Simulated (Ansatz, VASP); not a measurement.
**Li2TaO3 in VASP and in Ansatz**

The input INCAR:

```
PREC = Accurate
ENCUT = 600
EDIFF = 1E-7
ISMEAR = 0
SIGMA = 0.1
LREAL = F
LASPH = T
NELM = 100
ALGO = Normal
ISIF = 3
LWAVE = F
LCHARG = F
GGA = PE
IBRION = 2
NSW = 100
EDIFFG = -0.01
```

Contents of KPOINTS:

```
Automatic mesh
0
Gamma
  10 10 6
```

The input POSCAR:

```
Li2TaO3
1.0
    3.7852468249      0.0000000000      0.0000000000
    0.0000000000      3.7852468249      0.0000000000
    0.0000000000      0.0000000000      7.6658713139
Li Ta O
2 1 3
Direct
    0.0000000000      0.0000000000      0.9888815557
    0.0000000000      0.0000000000      0.5500842625
    0.5000000000      0.5000000000      0.3600966292
    0.5000000000      0.5000000000      0.1259481228
    0.5000000000      0.0000000000      0.4353385849
    0.0000000000      0.5000000000      0.4353385849
```

Input for Ansatz:

```yaml
crystal:
  lattice:
    - [3.7852468249, 0.0, 0.0]
    - [0.0, 3.7852468249, 0.0]
    - [0.0, 0.0, 7.6658713139]
  atoms:
    - { symbol: Li, position: [0.0, 0.0, 0.9888815557] }
    - { symbol: Li, position: [0.0, 0.0, 0.5500842625] }
    - { symbol: Ta, position: [0.5, 0.5, 0.3600966292] }
    - { symbol: O, position: [0.5, 0.5, 0.1259481228] }
    - { symbol: O, position: [0.5, 0.0, 0.4353385849] }
    - { symbol: O, position: [0.0, 0.5, 0.4353385849] }
basis:
  ecutwfc: 420
kpoints:
  mp_grid: { grid: [10, 10, 6] }
hamiltonian:
  xc: pbe
scf:
  occupations: { method: gaussian, width: 0.1 }
output:
  forces: true
  stress: true
  eigenvalues: true
relax:
  adjacent_minimum: "off"
  f_tol: 0.01
  max_steps: 80
  cell: { stress_tol: 0.05 }
```

Alike in both runs: task relaxation of cell and atoms; functional PBE; k mesh 10 × 10 × 6; occupations gaussian, width 0.1 eV; no spin polarisation.

```csv
,VASP,Ansatz
version,VASP 6.6.1,Ansatz 0.2.0
potentials or method,"VASP PAW PBE potentials, release 64 (Li_sv, Ta_pv, O), cutoff 600 eV","scalar-relativistic, plane waves, PAW"
valence electrons in the cell,35,37
```

Ansatz gave:

- gap on the k mesh at the Fermi level, each at its own relaxed structure (eV): none
- relaxed volume (Å³/atom): 18.37
- relaxed cell length with the largest relative difference (Å): 7.693

Q: Estimate VASP's values.

A: gap on the k mesh at the Fermi level, each at its own relaxed structure (eV): none; relaxed volume (Å³/atom): 18.17; relaxed cell length with the largest relative difference (Å): 7.601.

A gap of «none» marks a metal or a gap that the smearing closes. VASP's potentials hold 35 valence electrons a cell and Ansatz's 37, so a difference there can come from the potentials and not from the codes.

Spin-orbit coupling is off throughout. Noted on VASP's run: the cutoff is short for stress, so the pressure is rough.
